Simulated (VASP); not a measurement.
A run of VASP 6.6.1:

Contents of INCAR:

```
SYSTEM = Au
PREC = Accurate
ENCUT = 600
EDIFF = 1E-6
ISMEAR = -1
SIGMA = 0.05
LREAL = .False.
LASPH = .True.
NELM = 80
ALGO = Normal
ISIF = 3
LWAVE = .False.
LCHARG = .False.
IBRION = 2
NSW = 60
EDIFFG = -0.005
PSTRESS = 1700.0
```

KPOINTS

```
regular mesh
0
Gamma
  18 18 18
  0 0 0
```

File POSCAR:

```
Au
1.0
    0.0000000000      1.8058097584      1.8058097584
    1.8058097584      0.0000000000      1.8058097584
    1.8058097584      1.8058097584      0.0000000000
Au
1
Direct
    0.0000000000      0.0000000000      0.0000000000
```

Potentials or basis: VASP PAW LDA potentials, release 64 (Au).

Run with:

```bash
$ cat potpaw_LDA.64/Au/POTCAR > POTCAR
$ mpirun -np 1 vasp_std > vasp.out
```

Hardware: 1 thread of Intel(R) Xeon(R) Platinum 8375C CPU @ 2.90GHz (Ice Lake), with other jobs on the host.

Question: How long does it take, and how much memory?

Answer: Wall time 41 s on 1 thread of Intel(R) Xeon(R) Platinum 8375C CPU @ 2.90GHz (Ice Lake), on a shared host, peak memory 0.15 GiB. Counts: scf iterations 27, k points 195, ion steps 4.
